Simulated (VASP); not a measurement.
# Si7C (P-43m) in VASP: further runs, part 2 of 2

VASP 6.6.1. Earlier steps stand in the parts before.

## (3) Relaxation of cell and atoms, PBEsol

This run uses another cell than the first one, of 18.10 Å³/atom, 1.053 times its volume.

The input, INCAR:

```
PREC = Accurate
ENCUT = 600
EDIFF = 1E-6
ISMEAR = 0
SIGMA = 0.1
LREAL = F
LASPH = T
NELM = 60
ALGO = Normal
ISIF = 3
LWAVE = F
LCHARG = F
GGA = PS
IBRION = 2
NSW = 100
EDIFFG = -0.05
```

The input, KPOINTS:

```
regular mesh
0
Gamma
  4 4 4
```

The input, POSCAR:

```
Si7C
1.0
    5.2509224875      0.0000000000      0.0000000000
    0.0000000000      5.2509224875      0.0000000000
    0.0000000000      0.0000000000      5.2509224875
Si C
7 1
Direct
    0.2526152100      0.2526152100      0.2526152100
    0.0000000000      0.5000000000      0.5000000000
    0.5000000000      0.5000000000      0.0000000000
    0.5000000000      0.0000000000      0.5000000000
    0.7473847900      0.2526152100      0.7473847900
    0.7473847900      0.7473847900      0.2526152100
    0.2526152100      0.7473847900      0.7473847900
    0.0000000000      0.0000000000      0.0000000000
```

Potentials or basis: VASP PAW PBE potentials, release 64 (Si, C).

Run with:

```console
> cat potpaw_PBE.64/Si/POTCAR potpaw_PBE.64/C/POTCAR > POTCAR
> mpirun -np 1 vasp_std > vasp.out
```

OUTCAR:

```text
PREC = Accurate
   ENCUT = 600
   EDIFF = 1E-6
   ISMEAR = 0
   LREAL = F
   LASPH = T
   NELM = 60
   ISIF = 3
   GGA = PS
   IBRION = 2
   NSW = 100
   EDIFFG = -0.05

 ion  position               nearest neighbor table
   1  0.253  0.253  0.253-   2 2.27   3 2.27   4 2.27   8 2.30
   2  0.000  0.500  0.500-   1 2.27   5 2.27   6 2.27   7 2.27
   3  0.500  0.500  0.000-   1 2.27   5 2.27   6 2.27   7 2.27
   4  0.500  0.000  0.500-   1 2.27   5 2.27   6 2.27   7 2.27
   5  0.747  0.253  0.747-   2 2.27   3 2.27   4 2.27   8 2.30
   6  0.747  0.747  0.253-   2 2.27   3 2.27   4 2.27   8 2.30
   7  0.253  0.747  0.747-   2 2.27   3 2.27   4 2.27   8 2.30
   8  0.000  0.000  0.000-   1 2.30   5 2.30   6 2.30   7 2.30

  LATTYP: Found a simple cubic cell.
 ALAT       =     5.2509224875

  Lattice vectors:

 A1 = (   5.2509224875,   0.0000000000,   0.0000000000)
 A2 = (   0.0000000000,   5.2509224875,   0.0000000000)
 A3 = (   0.0000000000,   0.0000000000,   5.2509224875)

Analysis of symmetry for initial positions (statically):
=====================================================================
 Subroutine PRICEL returns:
 Original cell was already a primitive cell.

 Routine SETGRP: Setting up the symmetry group for a
 simple cubic supercell.

 Subroutine GETGRP returns: Found 24 space group operations
 (whereof 24 operations were pure point group operations)
 out of a pool of 48 trial point group operations.

The static configuration has the point symmetry T_d .

Analysis of symmetry for dynamics (positions and initial velocities):
=====================================================================
 Subroutine PRICEL returns:
 Original cell was already a primitive cell.

 Routine SETGRP: Setting up the symmetry group for a
 simple cubic supercell.

 Subroutine GETGRP returns: Found 24 space group operations
 (whereof 24 operations were pure point group operations)
 out of a pool of 48 trial point group operations.

The dynamic configuration has the point symmetry T_d .

[... 119 lines left out ...]
   LORBIT       =      0    0 simple, 1 ext, 2 COOP (PROOUT), +10 PAW based schemes
   GGA     = PS    functional components
   LHFCALC =     F    Hartree Fock is set to
   AEXX    =    0.0000 exact exchange contribution
   IVDW    =     0    specifies the selected vdW correction
   LEPSILON=     F    determine dielectric tensor
   LRPA    =     F    only Hartree local field effects (RPA)
 conjugate gradient relaxation of ions
 non-spin polarized calculation
 Gauss-broadening in eV      SIGMA  =   0.10
  energy-cutoff  :      600.00
  volume of cell :      144.78
 maximum number of plane-waves:      4842
 NGX is ok and might be reduce to    42
   NGX = 21   NGY = 21   NGZ = 21

--------------------------------------- Ionic step        1  -------------------------------------------

 number of electron      32.0000002 magnetization

 Free energy of the ion-electron system (eV)
  ---------------------------------------------------
  ext. energy  EPLUGINS =         0.00000000
  ---------------------------------------------------
  free energy    TOTEN  =       -46.58221351 eV

  energy without entropy =      -46.57844170  energy(sigma->0) =      -46.58032761

------------------------ aborting loop because EDIFF is reached ----------------------------------------

  FORCE on cell =-STRESS in cart. coord.  units (eV):
  Direction    XX          YY          ZZ          XY          YZ          ZX
  --------------------------------------------------------------------------------------
  -------------------------------------------------------------------------------------
  Total        0.4464552      0.4464552      0.4464552     -0.0000000      0.0000000      0.0000000
  in kB        4.9406219      4.9406219      4.9406219     -0.0000000      0.0000000      0.0000000
  external PRESSURE =       4.9406219 kB  Pullay stress =       0.0000000 kB
[... 113 lines left out ...]
--------------------------------------- Ionic step        4  -------------------------------------------

 number of electron      31.9999999 magnetization

 E-fermi :   7.2712     XC(G=0): -10.1966

 val. band max:        7.2610390141   @ k =   0.0000   0.0000   0.0000
 cond. band min:       7.4105809048   @ k =   0.0000   0.0000   0.0000
 fundamental gap:      0.1495418907
 Fermi energy:         7.2712181587

 k-point     1 :       0.0000    0.0000    0.0000
  band No.  band energies     occupation
      1      -7.0306      2.00000
      2      -3.3534      2.00000
      3      -1.2411      2.00000
      4      -1.2411      2.00000
      5      -1.2411      2.00000
      6      -0.7045      2.00000
[... 312 lines left out ...]
--------------------------------------- Ionic step        6  -------------------------------------------

 number of electron      32.0000000 magnetization

 Free energy of the ion-electron system (eV)
  ---------------------------------------------------
  ext. energy  EPLUGINS =         0.00000000
  ---------------------------------------------------
  free energy    TOTEN  =       -48.49920694 eV

  energy without entropy =      -48.49599362  energy(sigma->0) =      -48.49760028

 E-fermi :   6.7617     XC(G=0):  -9.9975

 val. band max:        6.6688670280   @ k =   0.0000   0.0000   0.0000
 cond. band min:       6.7916663001   @ k =   0.0000   0.0000   0.0000
 fundamental gap:      0.1227992720
 Fermi energy:         6.7617283889

 k-point     1 :       0.0000    0.0000    0.0000
  band No.  band energies     occupation
      1      -6.9522      2.00000
      2      -3.5923      2.00000
      3      -1.5374      2.00000
      4      -1.5374      2.00000
      5      -1.5374      2.00000
      6      -1.1763      2.00000
[... 264 lines left out ...]
  FREE ENERGIE OF THE ION-ELECTRON SYSTEM (eV)
  ---------------------------------------------------
  free  energy   TOTEN  =       -48.4992069407 eV

  energy  without entropy=      -48.4959936234  energy(sigma->0) =      -48.49760028

 reached required accuracy - stopping structural energy minimisation
```

OSZICAR:

```text
N       E                     dE             d eps       ncg     rms          rms(c)
DAV:   1     0.854912722322E+02    0.85491E+02   -0.13731E+04   420   0.143E+03
DAV:   2    -0.404678121706E+02   -0.12596E+03   -0.11905E+03   555   0.185E+02
DAV:   3    -0.476956011430E+02   -0.72278E+01   -0.69616E+01   560   0.408E+01
[... 63 lines left out ...]
DAV:   5    -0.484992087833E+02    0.26951E-04   -0.38536E-05   637   0.431E-02    0.204E-02
DAV:   6    -0.484992083734E+02    0.40981E-06   -0.10037E-04   523   0.516E-02    0.112E-02
DAV:   7    -0.484992079661E+02    0.40734E-06   -0.14345E-05   460   0.224E-02    0.988E-03
DAV:   8    -0.484992067694E+02    0.11967E-05   -0.77400E-06   468   0.134E-02    0.289E-03
DAV:   9    -0.484992069407E+02   -0.17134E-06   -0.90979E-07   220   0.604E-03
   6 F= -.48499207E+02 E0= -.48497600E+02  d E =-.953716E-02
```

CONTCAR:

```text
Si7C
   1.00000000000000
     5.1619324411782017    0.0000000000000000    0.0000000000000000
    -0.0000000000000000    5.1619324411782017   -0.0000000000000000
    -0.0000000000000000   -0.0000000000000000    5.1619324411782017
  Si              C
     7     1
Direct
     0.2240829540439258    0.2240829540439258    0.2240829540439258
     0.0000000000000000    0.5000000000000000    0.5000000000000000
     0.5000000000000000    0.5000000000000000    0.0000000000000000
     0.5000000000000000    1.0000000000000000    0.5000000000000000
     0.7759170459560742    0.2240829540439258    0.7759170459560742
     0.7759170459560742    0.7759170459560742    0.2240829540439258
     0.2240829540439258    0.7759170459560742    0.7759170459560742
     0.0000000000000000    1.0000000000000000    0.0000000000000000

  0.00000000E+00  0.00000000E+00  0.00000000E+00
  0.00000000E+00  0.00000000E+00  0.00000000E+00
  0.00000000E+00  0.00000000E+00  0.00000000E+00
  0.00000000E+00  0.00000000E+00  0.00000000E+00
  0.00000000E+00  0.00000000E+00  0.00000000E+00
  0.00000000E+00  0.00000000E+00  0.00000000E+00
  0.00000000E+00  0.00000000E+00  0.00000000E+00
  0.00000000E+00  0.00000000E+00  0.00000000E+00
```

Wall time 2.8 min (1 thread of Intel Xeon Platinum 8259CL at 2.50GHz (Skylake/Cascade Lake), shared host); peak memory 0.26 GiB.

What came out:

```
Free energy                            : -48.4992 eV
Relaxed volume                         : 17.19 Å³/atom
Relaxed cell                           : a = 5.162 Å, b = 5.162 Å, c = 5.162 Å, α = 90.00°, β = 90.00°, γ = 90.00°
Space group after relaxing (to 0.05 Å) : P-43m (No. 215)
Energy gained by relaxing              : 239.6 meV/atom
Ionic steps                            : 6
Pressure after relaxing                : 0.0 GPa
Largest force after relaxing           : 0.036 eV/Å
Band gap on the k mesh                 : zero (band 16 reaches 6.79 eV, above the bottom of band 17 at 6.33 eV)
```

Forces in eV/Å, atoms in the order of the input:
```
Si  -0.021 -0.021 -0.021
Si   0.000  0.000  0.000
Si   0.000  0.000  0.000
Si   0.000  0.000  0.000
Si   0.021 -0.021  0.021
Si   0.021  0.021 -0.021
Si  -0.021  0.021  0.021
C    0.000  0.000  0.000
```

Step by step:
```csv
step,energy change (eV),largest force (eV/Å),pressure (GPa),volume (Å³)
1,0.0000,3.2136,0.49,144.78
2,-1.4597,1.4437,-4.34,145.95
3,-1.7297,0.0770,-6.15,146.67
4,-1.7481,0.7476,5.72,130.90
5,-1.9075,0.2821,-0.66,138.20
6,-1.9170,0.0363,0.01,137.54
```

Final structure:
```yaml
crystal:
  lattice:
    - [5.16193, 0.00000, 0.00000]
    - [0.00000, 5.16193, 0.00000]
    - [0.00000, 0.00000, 5.16193]
  atoms:
    - { symbol: Si, position: [0.22408, 0.22408, 0.22408] }
    - { symbol: Si, position: [0.00000, 0.50000, 0.50000] }
    - { symbol: Si, position: [0.50000, 0.50000, 0.00000] }
    - { symbol: Si, position: [0.50000, 0.00000, 0.50000] }
    - { symbol: Si, position: [0.77592, 0.22408, 0.77592] }
    - { symbol: Si, position: [0.77592, 0.77592, 0.22408] }
    - { symbol: Si, position: [0.22408, 0.77592, 0.77592] }
    - { symbol: C, position: [0.00000, 0.00000, 0.00000] }
```

Caveat: the PAW data sets were made with another functional, which shifts forces and pressure a little; the relaxation stopped at a loose force limit of 0.05 eV/Å, so its end isn't a converged minimum.
